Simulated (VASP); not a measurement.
GaAs, 2 atoms in the cell. It takes space group F-43m (No. 216, cubic). Conventional cell: a = 5.666 Å, b = 5.666 Å, c = 5.666 Å, α = 90.00°, β = 90.00°, γ = 90.00°. Within 3.2 Å of Ga (site symmetry -43m) lie 4 As at 2.45 Å. As (site symmetry -43m) has 4 Ga at 2.45 Å within 3.2 Å. 

| Quantity | Value |
| --- | --- |
| Program | VASP 6.6.1 |
| Task | single point |
| Functional | r2SCAN |
| Potentials or basis | VASP PAW PBE potentials, release 64 (Ga_d, As) |
| Cutoff | 520 eV |
| k mesh | 8 × 8 × 8 |
| Occupations | gaussian, width 0.02 eV |
| Spin | no spin polarisation |
| Dipole correction | no |
| Further INCAR settings | ALGO = Normal; EDIFF = 1e-06; NBANDS = 16 |

Potentials or basis: VASP PAW PBE potentials, release 64 (Ga_d, As).

Command:

```bash
$ cat potpaw_PBE.64/Ga_d/POTCAR potpaw_PBE.64/As/POTCAR > POTCAR
$ cp INCAR.step1 INCAR
$ mpirun -np 1 vasp_std > vasp.out
$ cp INCAR.step2 INCAR
$ mpirun -np 1 vasp_std > vasp.out
```

Hardware: 1 thread of AMD EPYC 7R13, on a shared host.

Question: Estimate the wall time of this run.

Answer: It took 3 min on 1 thread of AMD EPYC 7R13 (shared host), peak memory 0.15 GiB. Counts: k points 29.
